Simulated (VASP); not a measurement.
# Cr (P4/nmm) in VASP: relaxation of the atoms with PBE

Aim: the relaxation of the atoms of Cr with PBE.

Everything below comes from runs of VASP 6.6.1. Logs are shortened: lines on timing, memory, paths and dates and some standing lists are left out, and cuts for length are marked.

## (1) The cell of the first run

The structure is tetragonal, space group P4/nmm (No. 129). The conventional cell has a = 2.969 Å, b = 2.969 Å, c = 2.969 Å, α = 90.00°, β = 90.00°, γ = 90.00°. Within 3.3 Å of Cr (site symmetry 4mm) lie 14 Cr at 2.49 to 2.97 Å.

## (2) Relaxation of the atoms, PBE, collinear spin, antiferromagnetic start

File INCAR:

```
SYSTEM = Cr
ALGO = Normal
EDIFF = 1E-6
EDIFFG = -0.01
ENCUT = 520
GGA = PE
IBRION = 2
ISIF = 2
ISMEAR = 1
ISPIN = 2
LASPH = .TRUE.
LCHARG = .FALSE.
LMAXMIX = 4
LORBIT = 11
LREAL = .FALSE.
LWAVE = .FALSE.
MAGMOM = 3 -3
NELM = 150
NSW = 80
PREC = Accurate
SIGMA = 0.15
```

File KPOINTS:

```
k-points
0
G
  5 5 5
  0 0 0
```

File POSCAR:

```
Cr
1.0
    2.9688990000      0.0000000000      0.0000000000
    0.0000000000      2.9688990000      0.0000000000
    0.0000000000      0.0000000000      2.9688990000
Cr
2
Selective dynamics
Direct
    0.0000000000      0.0000000000      0.0000000000  F F F
    0.5000000000      0.5000000000      0.5505240000  T T T
```

Potentials or basis: VASP PAW PBE potentials, release 64 (Cr_pv).

Command:

```sh
cat potpaw_PBE.64/Cr_pv/POTCAR > POTCAR
mpirun -np 1 vasp_std > vasp.out
```

OUTCAR:

```text
SYSTEM = Cr
   EDIFF = 1E-6
   EDIFFG = -0.01
   ENCUT = 520
   GGA = PE
   IBRION = 2
   ISIF = 2
   ISMEAR = 1
   ISPIN = 2
   LASPH = .TRUE.
   LORBIT = 11
   LREAL = .FALSE.
   NELM = 150
   NSW = 80
   PREC = Accurate

 ion  position               nearest neighbor table
   1  0.000  0.000  0.000-   2 2.49   2 2.49   2 2.49   2 2.49   2 2.66   2 2.66   2 2.66   2 2.66

   2  0.500  0.500  0.551-   1 2.49   1 2.49   1 2.49   1 2.49   1 2.66   1 2.66   1 2.66   1 2.66

  LATTYP: Found a simple cubic cell.
 ALAT       =     2.9688990000

  Lattice vectors:

 A1 = (   2.9688990000,   0.0000000000,   0.0000000000)
 A2 = (   0.0000000000,   2.9688990000,   0.0000000000)
 A3 = (   0.0000000000,   0.0000000000,   2.9688990000)

Analysis of symmetry for initial positions (statically):
=====================================================================
 Subroutine PRICEL returns:
 Original cell was already a primitive cell.

 Routine SETGRP: Setting up the symmetry group for a
 simple cubic supercell.

 Subroutine GETGRP returns: Found 16 space group operations
 (whereof  8 operations were pure point group operations)
 out of a pool of 48 trial point group operations.

The static configuration has the point symmetry C_4v.
 The point group associated with its full space group is D_4h.

Analysis of symmetry for dynamics (positions and initial velocities):
=====================================================================
 Subroutine PRICEL returns:
 Original cell was already a primitive cell.

 Routine SETGRP: Setting up the symmetry group for a
 simple cubic supercell.

 Subroutine GETGRP returns: Found 16 space group operations
 (whereof  8 operations were pure point group operations)
 out of a pool of 48 trial point group operations.

The dynamic configuration has the point symmetry C_4v.
 The point group associated with its full space group is D_4h.

Analysis of constrained symmetry for selective dynamics:
=====================================================================
 Subroutine PRICEL returns:
 Original cell was already a primitive cell.

 Routine SETGRP: Setting up the symmetry group for a
 simple cubic supercell.

 Subroutine GETGRP returns: Found  8 space group operations
 (whereof  8 operations were pure point group operations)
 out of a pool of 48 trial point group operations.

The constrained configuration has the point symmetry C_4v.

Analysis of structural, dynamic, and magnetic symmetry:
=====================================================================
 Subroutine PRICEL returns:
 Original cell was already a primitive cell.

 Routine SETGRP: Setting up the symmetry group for a
 simple cubic supercell.

 Subroutine GETGRP returns: Found  8 space group operations
 (whereof  8 operations were pure point group operations)
 out of a pool of 48 trial point group operations.

The overall configuration has the point symmetry C_4v.

 Subroutine INISYM returns: Found  8 space group operations
 (whereof  8 operations are pure point group operations),
 and found     1 'primitive' translations

----------------------------------------------------------------------------------------

                                     Primitive cell

  volume of cell :      26.1689

  direct lattice vectors                    reciprocal lattice vectors
     2.968899000  0.000000000  0.000000000     0.336825200  0.000000000  0.000000000
     0.000000000  2.968899000  0.000000000     0.000000000  0.336825200  0.000000000
     0.000000000  0.000000000  2.968899000     0.000000000  0.000000000  0.336825200

  length of vectors
     2.968899000  2.968899000  2.968899000     0.336825200  0.336825200  0.336825200

  position of ions in fractional coordinates (direct lattice)
     0.000000000  0.000000000  0.000000000
     0.500000000  0.500000000  0.550524000

  ion indices of the primitive-cell ions
   primitive index   ion index
                 1           1
                 2           2

----------------------------------------------------------------------------------------

 KPOINTS: k-points

Automatic generation of k-mesh.
 Grid dimensions read from file:
 generate k-points for:    5    5    5

 Generating k-lattice:

  Cartesian coordinates                     Fractional coordinates (reciprocal lattice)
     0.067365040  0.000000000  0.000000000     0.200000000  0.000000000  0.000000000
     0.000000000  0.067365040  0.000000000     0.000000000  0.200000000  0.000000000
     0.000000000  0.000000000  0.067365040     0.000000000  0.000000000  0.200000000

  Length of vectors
     0.067365040  0.067365040  0.067365040

  Shift w.r.t. Gamma in fractional coordinates (k-lattice)
     0.000000000  0.000000000  0.000000000

 Subroutine IBZKPT returns following result:
 ===========================================

 Found     18 irreducible k-points:

 Following reciprocal coordinates:
            Coordinates               Weight
  0.000000  0.000000  0.000000      1.000000
  0.200000  0.000000  0.000000      4.000000
  0.000000  0.000000  0.200000      2.000000
  0.400000  0.000000  0.000000      4.000000
  0.000000  0.000000  0.400000      2.000000
  0.200000  0.200000  0.000000      4.000000
[... 10 lines left out ...]
  0.200000  0.400000  0.400000     16.000000
  0.400000  0.400000  0.400000      8.000000
   k-points           NKPTS =     18   k-points in BZ     NKDIM =     18   number of bands    NBANDS=     16
   number of dos      NEDOS =    301   number of ions     NIONS =      2
   total plane-waves  NPLWV =  13824
   dimension x,y,z NGX =    24 NGY =   24 NGZ =   24
   dimension x,y,z NGXF=    48 NGYF=   48 NGZF=   48
   ions per type =               2
   NGX,Y,Z   is equivalent  to a cutoff of  13.44, 13.44, 13.44 a.u.
   NGXF,Y,Z  is equivalent  to a cutoff of  26.88, 26.88, 26.88 a.u.
 SYSTEM =  Cr
   PREC   = accura    normal or accurate (medium, high low for compatibility)
   ISTART =      0    job   : 0-new  1-cont  2-samecut
   ICHARG =      2    charge: 1-file 2-atom 10-const
   ISPIN  =      2    spin polarized calculation?
   LNONCOLLINEAR =      F non collinear calculations
   LSORBIT =      F    spin-orbit coupling
   LASPH  =      T    aspherical Exc in radial PAW
   ENCUT  =  520.0 eV  38.22 Ry    6.18 a.u.   5.52  5.52  5.52*2*pi/ulx,y,z
   NELM   =    150;   NELMIN=  2; NELMDL= -5     # of ELM steps
   EDIFF  = 0.1E-05   stopping-criterion for ELM
   LREAL  =      F    real-space projection
   EDIFFG = -.1E-01   stopping-criterion for IOM
   NSW    =     80    number of steps for IOM
   IBRION =      2    ionic relax: 0-MD 1-quasi-New 2-CG
   NFREE  =      1    steps in history (QN), initial steepest desc. (CG)
   ISIF   =      2    stress and relaxation
   ISYM   =      2    0-nonsym 1-usesym 2-fastsym
   POTIM  = 0.5000    time-step for ionic-motion
   TEBEG  =    0.0;   TEEND  =   0.0 temperature during run
   PSTRESS=    0.0 pullay stress
   NELECT =      24.0000    total number of electrons
   NUPDOWN=      -1.0000    fix difference up-down
   EMIN   =  10.00;   EMAX   =-10.00  energy-range for DOS
   EFERMI =   0.00;   METHOD = LEGACY
   ISMEAR =     1;   SIGMA  =   0.15  broadening in eV -4-tet -1-fermi 0-gaus
   EFERMI_NEDOS =   21; number of points for ismear=-14 and -15
   IALGO  =     38    algorithm
   IMIX   =      4    mixing-type and parameters
     AMIX     =   0.40;   BMIX     =  1.00
     AMIX_MAG =   1.60;   BMIX_MAG =  1.00
  volume/ion in A,a.u.               =      13.08        88.30
  Fermi-wavevector in a.u.,A,eV,Ry     =   1.590559  3.005721 34.421085  2.529878
  Thomas-Fermi vector in A             =   2.689235
   LORBIT       =     11    0 simple, 1 ext, 2 COOP (PROOUT), +10 PAW based schemes
   GGA     = PE    functional components
   LHFCALC =     F    Hartree Fock is set to
   AEXX    =    0.0000 exact exchange contribution
   IVDW    =     0    specifies the selected vdW correction
   LEPSILON=     F    determine dielectric tensor
   LRPA    =     F    only Hartree local field effects (RPA)
 conjugate gradient relaxation of ions
 spin polarized calculation
 Methfessel and Paxton  Order N= 1 SIGMA  =   0.15
  energy-cutoff  :      520.00
  volume of cell :       26.17
 maximum number of plane-waves:       739
 NGX is ok and might be reduce to    24
   NGX = 11   NGY = 11   NGZ = 11

--------------------------------------- Ionic step        1  -------------------------------------------

 number of electron      24.0000013 magnetization      -0.0000352

 number of electron      24.0000013 magnetization       0.0000054

 Free energy of the ion-electron system (eV)
  ---------------------------------------------------
  ext. energy  EPLUGINS =         0.00000000
  ---------------------------------------------------
  free energy    TOTEN  =       -18.89328379 eV

  energy without entropy =      -18.89258752  energy(sigma->0) =      -18.89305170

------------------------ aborting loop because EDIFF is reached ----------------------------------------

  FORCE on cell =-STRESS in cart. coord.  units (eV):
  Direction    XX          YY          ZZ          XY          YZ          ZX
  --------------------------------------------------------------------------------------
  -------------------------------------------------------------------------------------
  Total       -1.6087894     -1.6087894     -1.6256654      0.0000000     -0.0000000      0.0000000
  in kB      -98.4971150    -98.4971150    -99.5303351      0.0000000     -0.0000000      0.0000000
  external PRESSURE =     -98.8415217 kB  Pullay stress =       0.0000000 kB
[... 175 lines left out ...]
--------------------------------------- Ionic step        6  -------------------------------------------

 number of electron      24.0000016 magnetization      -0.0000241

 number of electron      24.0000016 magnetization       0.0000079

 Free energy of the ion-electron system (eV)
  ---------------------------------------------------
  ext. energy  EPLUGINS =         0.00000000
  ---------------------------------------------------
  free energy    TOTEN  =       -18.93465254 eV

  energy without entropy =      -18.93000687  energy(sigma->0) =      -18.93310398

 E-fermi :   9.1468     XC(G=0): -12.9151

 val. band max:        9.1216679941   @ k =   0.4000   0.4000   0.0000
 cond. band min:       9.8260043898   @ k =   0.0000   0.4000   0.2000
 fundamental gap:      0.7043363957
 Fermi energy:         9.1467995212

 spin component 1

 k-point     1 :       0.0000    0.0000    0.0000
  band No.  band energies     occupation
      1     -34.4412      1.00000
      2     -34.4412      1.00000
      3     -34.4412      1.00000
      4     -32.5295      1.00000
      5     -32.5295      1.00000
      6     -32.5295      1.00000
[... 8 lines left out ...]
     15      11.9045     -0.00000
     16      11.9045     -0.00000
[... 305 lines left out ...]
 k-point    18 :       0.4000    0.4000    0.4000
  band No.  band energies     occupation
      1     -34.5078      1.00000
      2     -34.4981      1.00000
      3     -34.4981      1.00000
      4     -32.6326      1.00000
      5     -32.6326      1.00000
      6     -32.6218      1.00000
[... 8 lines left out ...]
     15      11.4730     -0.00000
     16      11.4730     -0.00000
 Fermi energy:         9.1467995212

 spin component 2

 k-point     1 :       0.0000    0.0000    0.0000
  band No.  band energies     occupation
      1     -34.4411      1.00000
      2     -34.4411      1.00000
      3     -34.4411      1.00000
      4     -32.5295      1.00000
      5     -32.5295      1.00000
      6     -32.5295      1.00000
[... 8 lines left out ...]
     15      11.9045     -0.00000
     16      11.9045     -0.00000
[... 350 lines left out ...]
  FREE ENERGIE OF THE ION-ELECTRON SYSTEM (eV)
  ---------------------------------------------------
  free  energy   TOTEN  =       -18.9346525402 eV

  energy  without entropy=      -18.9300068725  energy(sigma->0) =      -18.93310398

 reached required accuracy - stopping structural energy minimisation

 total charge

# of ion       s       p       d       tot
------------------------------------------
    1        0.396   6.329   4.099  10.824
    2        0.396   6.329   4.099  10.824
--------------------------------------------------
tot          0.792  12.658   8.198  21.648

 magnetization (x)

# of ion       s       p       d       tot
------------------------------------------
    1        0.026   0.016   1.818   1.860
    2       -0.026  -0.016  -1.818  -1.860
--------------------------------------------------
tot         -0.000   0.000   0.000   0.000
```

It took 2.9 min on 1 thread of AMD EPYC 7R13, shared host; peak memory 0.12 GiB.

What came out:

| Property | Result |
| --- | --- |
| Free energy | -18.9347 eV |
| Energy gained by relaxing | 20.7 meV/atom |
| Ionic steps | 6 |
| Pressure after relaxing | -12.6 GPa |
| Band gap on the k mesh | zero (filled and empty bands overlap) |
| Net moment | 0.00 μB per cell |
| Site moments | Cr +1.86, -1.86 μB |
| Valence electrons inside the program's atomic spheres | Cr 10.82 |

Step by step:
```
step  energy change (eV)  largest force on free atoms (eV/Å)  pressure (GPa)
   1              0.0000                              0.4989           -9.88
   2             -0.0111                              0.4281          -10.44
   3             -0.0353                              0.2230          -12.32
   4             -0.0247                              0.3416          -11.45
   5             -0.0413                              0.0141          -12.63
   6             -0.0414                              0.0008          -12.65
```

Final structure:
```xyz
2
Lattice="2.9689 0.0000 0.0000 0.0000 2.9689 0.0000 0.0000 0.0000 2.9689" Properties=species:S:1:pos:R:3 pbc="T T T"
Cr    0.0000    0.0000    0.0000
Cr    1.4845    1.4845    1.4845
```

Caveat: the k points lie up to 0.42 Å⁻¹ apart.
